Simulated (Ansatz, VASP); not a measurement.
ZrTi3C2: VASP beside Ansatz

```
CELL_PARAMETERS angstrom
4.32226 0.00000 0.00000
0.00000 4.32226 0.00000
0.00000 0.00000 4.46440
ATOMIC_POSITIONS crystal
Zr 0.00000 0.00000 0.00000
Ti 0.00000 0.50000 0.50000
Ti 0.50000 0.00000 0.50000
Ti 0.50000 0.50000 0.00000
C 0.00000 0.00000 0.50000
C 0.50000 0.50000 0.50000
```

Alike in both runs: functional PBE; k mesh 10 × 10 × 8; occupations gaussian, width 0.1 eV; no spin polarisation.

Ansatz relaxed the structure, and its values are those at the end. VASP's run is a single point on that final structure, the one shown.

```csv
,VASP,Ansatz
version,VASP 6.6.1,Ansatz 0.2.0
potentials or method,"VASP PAW PBE potentials, release 64 (Zr_sv, Ti_sv, C), cutoff 520 eV","scalar-relativistic, plane waves, PAW"
valence electrons in the cell,56,56
```

```tsv
	VASP	Ansatz	Ansatz less VASP
gap on the k mesh at the Fermi level (eV)	none	none	-
pressure (GPa)	0.2	0.0	-0.17
```

A gap of «none» marks a metal or a gap that the smearing closes.
